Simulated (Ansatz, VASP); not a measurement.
**TeW: VASP beside Ansatz**

```xyz
4
Lattice="4.4126 0.0000 0.0000 -2.2063 3.8215 0.0000 0.0000 0.0000 5.1866" Properties=species:S:1:pos:R:3 pbc="T T T"
W     0.0000    0.0000    0.0000
W     0.0000    0.0000    2.5933
Te    0.0000    2.5476    1.2966
Te    2.2063    1.2738    3.8899
```

Alike in both runs: task single point; functional r2SCAN; k mesh 12 × 12 × 8; occupations gaussian, width 0.1 eV; no spin polarisation.

```csv
,VASP,Ansatz
version,VASP 6.6.1,Ansatz 0.2.0
potentials or method,"VASP PAW PBE potentials, release 64 (W_sv, Te), cutoff 520 eV","scalar-relativistic, plane waves, PAW"
valence electrons in the cell,40,60
```

VASP gave:

- gap on the k mesh at the Fermi level (eV): none
- pressure (GPa): -1.8
- traceless stress, the component that is largest in VASP (GPa): -0.18

Which values does Ansatz return?

gap on the k mesh at the Fermi level (eV): none; pressure (GPa): -2.0; traceless stress, the component that is largest in VASP (GPa): -0.35.

VASP's potentials were made for PBE, not for r2SCAN. A gap of «none» marks a metal or a gap that the smearing closes. VASP's potentials hold 40 valence electrons a cell and Ansatz's 60, so a difference there can come from the potentials and not from the codes.

Neither program's run includes spin-orbit coupling.
